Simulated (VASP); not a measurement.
SnSe2 (SnSe2, measured cell):

```
Sn Se
1.0
     3.81100    0.00000    0.00000
    -1.90550    3.30042    0.00000
     0.00000    0.00000    6.13600
Sn Se
1 2
Direct
  0.00000 0.00000 0.00000
  0.33333 0.66667 0.24900
  0.66667 0.33333 0.75100
```

| Property | Result |
| --- | --- |
| Program | VASP 6.6.1 |
| Task | relaxation of the atoms |
| Functional | LDA |
| Potentials or basis | VASP PAW LDA potentials, release 64 (Sn_d, Se) |
| Cutoff | 520 eV |
| k mesh | 10 × 10 × 6 |
| Occupations | gaussian, width 0.01 eV |
| Spin | no spin polarisation |

At the start: pressure 1.0 GPa; volume 25.73 Å³/atom.

Where does the relaxation end?

Over 4 steps the energy falls by 8.7 meV/atom; space group P-3m1 (No. 164, to 0.05 Å).

The path:
```tsv
step	energy change (eV)	largest force (eV/Å)	pressure (GPa)
1	0.0000	0.5074	0.97
2	-0.0188	0.2630	0.04
3	-0.0260	0.0103	-0.92
4	-0.0260	0.0006	-0.98
```

Final structure:
```xyz
3
Lattice="3.8110 0.0000 0.0000 -1.9055 3.3004 0.0000 0.0000 0.0000 6.1360" Properties=species:S:1:pos:R:3 pbc="T T T"
Sn    3.8110    0.0000    0.0000
Se    0.0000    2.2003    1.5797
Se    1.9055    1.1001    4.5563
```
